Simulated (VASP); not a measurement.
# NaB3Te (Pm-3m) in VASP: further runs

Runs on NaB3Te. Level: PBE. Tasks: single point, relaxation of cell and atoms.

Everything below comes from runs of VASP 6.6.1. Logs are shortened: lines on timing, memory, paths and dates and some standing lists are left out, and cuts for length are marked.

**1. The cell of the first run**

Symmetry: Pm-3m, No. 221, cubic system. Conventional cell: a = 4.662 Å, b = 4.662 Å, c = 4.662 Å, α = 90.00°, β = 90.00°, γ = 90.00°. Within 4.3 Å of Na (site symmetry m-3m) lie 12 B at 3.30 Å and 8 Te at 4.04 Å. Within 3.1 Å of B (site symmetry 4/mmm) lie 2 Te at 2.33 Å. Te (site symmetry m-3m) has 6 B at 2.33 Å within 3.1 Å.

**2. Single point, PBE**

Input file INCAR:

```
PREC = Accurate
ENCUT = 520
EDIFF = 1E-6
ISMEAR = 0
SIGMA = 0.1
LREAL = F
LASPH = T
NELM = 80
ALGO = Normal
ISIF = 2
LWAVE = F
LCHARG = F
GGA = PE
NBANDS = 19
```

Input file KPOINTS:

```
Automatic mesh
0
Gamma
  4 4 4
```

Input file POSCAR:

```
NaB3Te
1.0
    4.6617024198      0.0000000000      0.0000000000
    0.0000000000      4.6617024198      0.0000000000
    0.0000000000      0.0000000000      4.6617024198
Na B Te
1 3 1
Direct
    0.0000000000      0.0000000000      0.0000000000
    0.0000000000      0.5000000000      0.5000000000
    0.5000000000      0.0000000000      0.5000000000
    0.5000000000      0.5000000000      0.0000000000
    0.5000000000      0.5000000000      0.5000000000
```

Potentials or basis: VASP PAW PBE potentials, release 64 (Na_pv, B, Te).

On the command line:

```console
cat potpaw_PBE.64/Na_pv/POTCAR potpaw_PBE.64/B/POTCAR potpaw_PBE.64/Te/POTCAR > POTCAR
mpirun -np 1 vasp_std > vasp.out
```

OUTCAR:

```text
PREC = Accurate
   ENCUT = 520
   EDIFF = 1E-6
   ISMEAR = 0
   LREAL = F
   LASPH = T
   NELM = 80
   ISIF = 2
   GGA = PE

 ion  position               nearest neighbor table
   1  0.000  0.000  0.000-
   2  0.000  0.500  0.500-   5 2.33   5 2.33
   3  0.500  0.000  0.500-   5 2.33   5 2.33
   4  0.500  0.500  0.000-   5 2.33   5 2.33
   5  0.500  0.500  0.500-   2 2.33   3 2.33   4 2.33   4 2.33   3 2.33   2 2.33

  LATTYP: Found a simple cubic cell.
 ALAT       =     4.6617024198

  Lattice vectors:

 A1 = (   4.6617024198,   0.0000000000,   0.0000000000)
 A2 = (   0.0000000000,   4.6617024198,   0.0000000000)
 A3 = (   0.0000000000,   0.0000000000,   4.6617024198)

Analysis of symmetry for initial positions (statically):
=====================================================================
 Subroutine PRICEL returns:
 Original cell was already a primitive cell.

 Routine SETGRP: Setting up the symmetry group for a
 simple cubic supercell.

 Subroutine GETGRP returns: Found 48 space group operations
 (whereof 48 operations were pure point group operations)
 out of a pool of 48 trial point group operations.

The static configuration has the point symmetry O_h .

Analysis of symmetry for dynamics (positions and initial velocities):
=====================================================================
 Subroutine PRICEL returns:
 Original cell was already a primitive cell.

 Routine SETGRP: Setting up the symmetry group for a
 simple cubic supercell.

 Subroutine GETGRP returns: Found 48 space group operations
 (whereof 48 operations were pure point group operations)
 out of a pool of 48 trial point group operations.

The dynamic configuration has the point symmetry O_h .

 Subroutine INISYM returns: Found 48 space group operations
 (whereof 48 operations are pure point group operations),
 and found     1 'primitive' translations

----------------------------------------------------------------------------------------

                                     Primitive cell

  volume of cell :     101.3056

  direct lattice vectors                    reciprocal lattice vectors
     4.661702420  0.000000000  0.000000000     0.214513907  0.000000000  0.000000000
     0.000000000  4.661702420  0.000000000     0.000000000  0.214513907  0.000000000
     0.000000000  0.000000000  4.661702420     0.000000000  0.000000000  0.214513907

  length of vectors
     4.661702420  4.661702420  4.661702420     0.214513907  0.214513907  0.214513907

  position of ions in fractional coordinates (direct lattice)
     0.000000000  0.000000000  0.000000000
     0.000000000  0.500000000  0.500000000
     0.500000000  0.000000000  0.500000000
     0.500000000  0.500000000  0.000000000
     0.500000000  0.500000000  0.500000000

  ion indices of the primitive-cell ions
   primitive index   ion index
                 1           1
                 2           2
                 3           3
                 4           4
                 5           5

----------------------------------------------------------------------------------------

 KPOINTS: Automatic mesh

Automatic generation of k-mesh.
 Grid dimensions read from file:
 generate k-points for:    4    4    4

 Generating k-lattice:

  Cartesian coordinates                     Fractional coordinates (reciprocal lattice)
     0.053628477  0.000000000  0.000000000     0.250000000  0.000000000  0.000000000
     0.000000000  0.053628477  0.000000000     0.000000000  0.250000000  0.000000000
     0.000000000  0.000000000  0.053628477     0.000000000  0.000000000  0.250000000

  Length of vectors
     0.053628477  0.053628477  0.053628477

  Shift w.r.t. Gamma in fractional coordinates (k-lattice)
     0.000000000  0.000000000  0.000000000

 Subroutine IBZKPT returns following result:
 ===========================================

 Found     10 irreducible k-points:

 Following reciprocal coordinates:
            Coordinates               Weight
  0.000000  0.000000  0.000000      1.000000
  0.250000  0.000000  0.000000      6.000000
  0.500000  0.000000  0.000000      3.000000
  0.250000  0.250000  0.000000     12.000000
  0.500000  0.250000  0.000000     12.000000
  0.500000  0.500000  0.000000      3.000000
  0.250000  0.250000  0.250000      8.000000
  0.500000  0.250000  0.250000     12.000000
  0.500000  0.500000  0.250000      6.000000
  0.500000  0.500000  0.500000      1.000000
   k-points           NKPTS =     10   k-points in BZ     NKDIM =     10   number of bands    NBANDS=     19
   number of dos      NEDOS =    301   number of ions     NIONS =      5
   total plane-waves  NPLWV =  46656
   dimension x,y,z NGX =    36 NGY =   36 NGZ =   36
   dimension x,y,z NGXF=    72 NGYF=   72 NGZF=   72
   ions per type =               1   3   1
   NGX,Y,Z   is equivalent  to a cutoff of  12.84, 12.84, 12.84 a.u.
   NGXF,Y,Z  is equivalent  to a cutoff of  25.68, 25.68, 25.68 a.u.
 SYSTEM =  unknown system
   PREC   = accura    normal or accurate (medium, high low for compatibility)
   ISTART =      0    job   : 0-new  1-cont  2-samecut
   ICHARG =      2    charge: 1-file 2-atom 10-const
   ISPIN  =      1    spin polarized calculation?
   LNONCOLLINEAR =      F non collinear calculations
   LSORBIT =      F    spin-orbit coupling
   LASPH  =      T    aspherical Exc in radial PAW
   ENCUT  =  520.0 eV  38.22 Ry    6.18 a.u.   8.67  8.67  8.67*2*pi/ulx,y,z
   NELM   =     80;   NELMIN=  2; NELMDL= -5     # of ELM steps
   EDIFF  = 0.1E-05   stopping-criterion for ELM
   LREAL  =      F    real-space projection
   EDIFFG = 0.1E-04   stopping-criterion for IOM
   NSW    =      0    number of steps for IOM
   IBRION =     -1    ionic relax: 0-MD 1-quasi-New 2-CG
   NFREE  =      0    steps in history (QN), initial steepest desc. (CG)
   ISIF   =      2    stress and relaxation
   ISYM   =      2    0-nonsym 1-usesym 2-fastsym
   POTIM  = 0.5000    time-step for ionic-motion
   TEBEG  =    0.0;   TEEND  =   0.0 temperature during run
   PSTRESS=    0.0 pullay stress
   NELECT =      22.0000    total number of electrons
   NUPDOWN=      -1.0000    fix difference up-down
   EMIN   =  10.00;   EMAX   =-10.00  energy-range for DOS
   EFERMI =   0.00;   METHOD = LEGACY
   ISMEAR =     0;   SIGMA  =   0.10  broadening in eV -4-tet -1-fermi 0-gaus
   EFERMI_NEDOS =   21; number of points for ismear=-14 and -15
   IALGO  =     38    algorithm
   IMIX   =      4    mixing-type and parameters
     AMIX     =   0.40;   BMIX     =  1.00
     AMIX_MAG =   1.60;   BMIX_MAG =  1.00
  volume/ion in A,a.u.               =      20.26       136.73
  Fermi-wavevector in a.u.,A,eV,Ry     =   0.984021  1.859531 13.174494  0.968298
  Thomas-Fermi vector in A             =   2.115223
   LORBIT       =      0    0 simple, 1 ext, 2 COOP (PROOUT), +10 PAW based schemes
   GGA     = PE    functional components
   LHFCALC =     F    Hartree Fock is set to
   AEXX    =    0.0000 exact exchange contribution
   IVDW    =     0    specifies the selected vdW correction
   LEPSILON=     F    determine dielectric tensor
   LRPA    =     F    only Hartree local field effects (RPA)
 non-spin polarized calculation
 Gauss-broadening in eV      SIGMA  =   0.10
  energy-cutoff  :      520.00
  volume of cell :      101.31
 maximum number of plane-waves:      2800
 NGX is ok and might be reduce to    36
   NGX = 17   NGY = 17   NGZ = 17

 number of electron      22.0000023 magnetization

 Free energy of the ion-electron system (eV)
  ---------------------------------------------------
  ext. energy  EPLUGINS =         0.00000000
  ---------------------------------------------------
  free energy    TOTEN  =       -14.74991120 eV

  energy without entropy =      -14.73298188  energy(sigma->0) =      -14.74144654

 E-fermi :   3.1384     XC(G=0):  -8.6860

 val. band max:        3.0949233187   @ k =   0.2500   0.2500   0.2500
 cond. band min:       3.1574687442   @ k =   0.5000   0.0000   0.0000
 fundamental gap:      0.0625454255
 Fermi energy:         3.1383768470

 k-point     1 :       0.0000    0.0000    0.0000
  band No.  band energies     occupation
      1     -20.8641      2.00000
      2     -20.8641      2.00000
      3     -20.8641      2.00000
      4     -10.6482      2.00000
      5      -2.5935      2.00000
      6      -2.5935      2.00000
[... 11 lines left out ...]
     18       9.6380      0.00000
     19       9.6380      0.00000

 k-point     2 :       0.2500    0.0000    0.0000
  band No.  band energies     occupation
      1     -20.8651      2.00000
      2     -20.8640      2.00000
      3     -20.8640      2.00000
      4     -10.5259      2.00000
      5      -4.2798      2.00000
      6      -2.4763      2.00000
[... 11 lines left out ...]
     18       9.7895      0.00000
     19       9.8993      0.00000

 k-point     3 :       0.5000    0.0000    0.0000
  band No.  band energies     occupation
      1     -20.8660      2.00000
      2     -20.8639      2.00000
      3     -20.8639      2.00000
      4     -10.3888      2.00000
      5      -5.1195      2.00000
      6      -2.3475      2.00000
[... 11 lines left out ...]
     18      10.1510      0.00000
     19      10.2628      0.00000

 k-point     4 :       0.2500    0.2500    0.0000
  band No.  band energies     occupation
      1     -20.8650      2.00000
      2     -20.8649      2.00000
      3     -20.8640      2.00000
      4     -10.4055      2.00000
      5      -4.1904      2.00000
      6      -4.1338      2.00000
[... 99 lines left out ...]
     18       8.0005      0.00000
     19      10.0640      0.00000

 k-point     9 :       0.5000    0.5000    0.2500
  band No.  band energies     occupation
      1     -20.8656      2.00000
      2     -20.8656      2.00000
      3     -20.8646      2.00000
      4     -10.0192      2.00000
      5      -4.7622      2.00000
      6      -4.7622      2.00000
[... 11 lines left out ...]
     18       7.0326      0.00000
     19       7.2246      0.00000

 k-point    10 :       0.5000    0.5000    0.5000
  band No.  band energies     occupation
      1     -20.8655      2.00000
      2     -20.8655      2.00000
      3     -20.8655      2.00000
      4      -9.8856      2.00000
      5      -4.6483      2.00000
      6      -4.6483      2.00000
[... 11 lines left out ...]
     18       6.7441      0.00000
     19       6.7441      0.00000

------------------------ aborting loop because EDIFF is reached ----------------------------------------

  FORCE on cell =-STRESS in cart. coord.  units (eV):
  Direction    XX          YY          ZZ          XY          YZ          ZX
  --------------------------------------------------------------------------------------
  -------------------------------------------------------------------------------------
  Total        0.1066586      0.1066586      0.1066586      0.0000000      0.0000000      0.0000000
  in kB        1.6868366      1.6868366      1.6868366      0.0000000      0.0000000      0.0000000
  external PRESSURE =       1.6868366 kB  Pullay stress =       0.0000000 kB

 VOLUME and BASIS-vectors are now :
 -----------------------------------------------------------------------------
  energy-cutoff  :      520.00
  volume of cell :      101.31
      direct lattice vectors                 reciprocal lattice vectors
     4.661702420  0.000000000  0.000000000     0.214513907  0.000000000  0.000000000
     0.000000000  4.661702420  0.000000000     0.000000000  0.214513907  0.000000000
     0.000000000  0.000000000  4.661702420     0.000000000  0.000000000  0.214513907

 POSITION                                       TOTAL-FORCE (eV/Angst)
 -----------------------------------------------------------------------------------
      0.00000      0.00000      0.00000         0.000000      0.000000      0.000000
      0.00000      2.33085      2.33085         0.000000      0.000000      0.000000
      2.33085      0.00000      2.33085         0.000000      0.000000      0.000000
      2.33085      2.33085      0.00000         0.000000      0.000000      0.000000
      2.33085      2.33085      2.33085         0.000000      0.000000      0.000000
 -----------------------------------------------------------------------------------
    total drift:                               -0.000000      0.000000      0.000000

  FREE ENERGIE OF THE ION-ELECTRON SYSTEM (eV)
  ---------------------------------------------------
  free  energy   TOTEN  =       -14.7499112035 eV

  energy  without entropy=      -14.7329818842  energy(sigma->0) =      -14.74144654
```

Run time: 14 s. Hardware: 1 thread of AMD EPYC 7R13 (Zen 3), shared host; peak memory 0.18 GiB.

Results:

| Quantity | Value |
| --- | --- |
| Free energy | -14.7499 eV |
| Pressure | 0.2 GPa |
| Band gap on the k mesh | zero (band 11 reaches 4.37 eV, above the bottom of band 12 at 2.31 eV) |

Levels at points of the mesh, in eV from the Fermi level:
```
           k point  band 8  band 9  band 10  band 11  band 12  band 13
(0.00, 0.00, 0.00)   -4.82   -4.82    -3.14     1.23     1.23     1.23
(0.50, 0.00, 0.00)   -4.67   -3.62    -0.08     0.02     0.02     0.51
(0.50, 0.50, 0.00)   -4.06   -2.53     0.17     0.17     0.41     0.41
(0.50, 0.50, 0.50)   -2.18   -2.18    -2.18     0.87     0.87     2.97
```

Caveat: spin-orbit coupling is left out, which moves the levels of the heavy elements.

**3. Relaxation of cell and atoms, PBE**

This run uses another cell than the first one, of 13.85 Å³/atom, 0.683 times its volume.

Input file INCAR:

```
SYSTEM = NaB3Te
PREC     = Accurate       ! precision mode
ENCUT    = 600            ! plane-wave cutoff, eV
EDIFF    = 1E-7           ! SCF threshold, eV
ISMEAR   = 0              ! smearing method
SIGMA    = 0.1            ! smearing width, eV
LREAL    = .FALSE.        ! projectors in reciprocal space
LASPH    = .TRUE.         ! aspherical terms in the spheres
NELM     = 100            ! most SCF steps
ALGO     = Normal         ! electronic algorithm
ISIF     = 3              ! what is computed and relaxed
LWAVE    = .FALSE.        ! write WAVECAR
LCHARG   = .FALSE.        ! write CHGCAR
GGA      = PE             ! functional
IBRION   = 2              ! ionic algorithm
NSW      = 90             ! ionic steps
EDIFFG   = -0.04          ! ionic threshold
```

Input file KPOINTS:

```
regular mesh
0
G
  4 4 4
  0 0 0
```

Changes to POSCAR since step 2:

```diff
@@ -2,5 +2,5 @@
 1.0
-    4.6617024198      0.0000000000      0.0000000000
-    0.0000000000      4.6617024198      0.0000000000
-    0.0000000000      0.0000000000      4.6617024198
+    4.1061002158      0.0000000000      0.0000000000
+    0.0000000000      4.1061002158      0.0000000000
+    0.0000000000      0.0000000000      4.1061002158
 Na B Te
```

Potentials or basis: VASP PAW PBE potentials, release 64 (Na_pv, B, Te).

On the command line:

```console
cat potpaw_PBE.64/Na_pv/POTCAR potpaw_PBE.64/B/POTCAR potpaw_PBE.64/Te/POTCAR > POTCAR
mpirun -np 1 vasp_std > vasp.out
```

It took 57 s on 1 thread of AMD EPYC 7R13 (Zen 3), shared host; peak memory 0.19 GiB.

The run converged. Its results:

| Item | Value |
| --- | --- |
| Free energy | -14.7443 eV |
| Relaxed volume | 20.10 Å³/atom |
| Relaxed cell | a = 4.650 Å, b = 4.650 Å, c = 4.650 Å, α = 90.00°, β = 90.00°, γ = 90.00° |
| Space group after relaxing (to 0.05 Å) | Pm-3m (No. 221) |
| Energy gained by relaxing | 477.3 meV/atom |
| Ionic steps | 4 |
| Pressure after relaxing | 0.3 GPa |
| Band gap on the k mesh | zero (band 11 reaches 4.43 eV, above the bottom of band 12 at 2.35 eV) |

The path:
| step | energy change (eV) | largest force (eV/Å) | pressure (GPa) | volume (Å³) |
| --- | --- | --- | --- | --- |
| 1 | 0.0000 | 0.0000 | 37.02 | 69.23 |
| 2 | -2.3650 | 0.0000 | -1.74 | 106.48 |
| 3 | -2.3803 | 0.0000 | 0.68 | 98.42 |
| 4 | -2.3867 | 0.0000 | 0.31 | 100.51 |

Final structure:
```
Na B Te
1.0
     4.64950    0.00000    0.00000
     0.00000    4.64950    0.00000
     0.00000    0.00000    4.64950
Na B Te
1 3 1
Direct
  0.00000 0.00000 0.00000
  0.00000 0.50000 0.50000
  0.50000 0.00000 0.50000
  0.50000 0.50000 0.00000
  0.50000 0.50000 0.50000
```

Levels at points of the mesh, in eV from the Fermi level:
```tsv
k point	band 6	band 7	band 8	band 9	band 10	band 11	band 12	band 13	band 14	band 15
(0.00, 0.00, 0.00)	-5.78	-5.78	-4.82	-4.82	-3.13	1.23	1.23	1.23	1.38	1.38
(0.50, 0.00, 0.00)	-5.53	-5.53	-4.67	-3.61	-0.08	0.00	0.00	0.50	1.38	1.38
(0.50, 0.50, 0.00)	-8.04	-5.27	-4.05	-2.57	0.16	0.16	0.41	0.41	0.82	3.08
(0.50, 0.50, 0.50)	-7.82	-7.82	-2.21	-2.21	-2.21	0.87	0.87	2.97	3.14	3.14
```

Caveat: the k points lie up to 0.34 Å⁻¹ apart in the final cell; the volume moved by over 15 % at a fixed basis, so the end points are rough; spin-orbit coupling is left out, which moves the levels of the heavy elements.
